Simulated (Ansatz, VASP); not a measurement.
B: VASP beside Ansatz

INCAR

```
SYSTEM = B
PREC = Accurate
ENCUT = 500
EDIFF = 1E-6
ISMEAR = 1
SIGMA = 0.1
LREAL = .FALSE.
LASPH = .TRUE.
NELM = 120
ALGO = Normal
ISIF = 2
LWAVE = .FALSE.
LCHARG = .TRUE.
GGA = PS
LELF = .TRUE.
LVHAR = .TRUE.
NBANDS = 8
GGA_COMPAT = .FALSE.
```

Contents of KPOINTS:

```
regular mesh
0
G
  23 23 10
  0 0 0
```

The input POSCAR:

```
B
1.0
    1.7024300000      0.0000000000      0.0000000000
   -0.8512200000      1.4743500000      0.0000000000
    0.0000000000      0.0000000000      3.6717742000
B
1
Direct
    0.0000000000      0.0000000000      0.0000000000
```

Input for Ansatz:

```yaml
crystal:
  lattice:
    - [1.70243, 0.0, 0.0]
    - [-0.85122, 1.47435, 0.0]
    - [0.0, 0.0, 3.6717741999999998]
  atoms:
    - { symbol: B, position: [0.0, 0.0, 0.0] }
basis:
  ecutwfc: 550.0
kpoints:
  mp_grid:
    grid: [23, 23, 10]
hamiltonian:
  xc: pbesol
scf:
  occupations:
    method: cold
output:
  stress: true
```

Alike in both runs: task single point; functional PBEsol; k mesh 23 × 23 × 10; no spin polarisation.

|  | VASP | Ansatz |
| --- | --- | --- |
| version | VASP 6.6.1 | Ansatz 0.2.0 |
| potentials or method | VASP PAW PBE potentials, release 64 (B), cutoff 500 eV | plane waves, PAW |
| occupations | methfessel-paxton of order 1, width 0.1 eV | cold |
| valence electrons in the cell | 3 | 3 |

|  | VASP | Ansatz | Ansatz less VASP |
| --- | --- | --- | --- |
| pressure (GPa) | 1.3 | 1.1 | -0.25 |
| traceless stress, the component that is largest in VASP (GPa) | -2.36 | -2.03 | +0.332 |

VASP's potentials were made for PBE, not for PBEsol. Ansatz's warnings: structure snapped to symmetry.
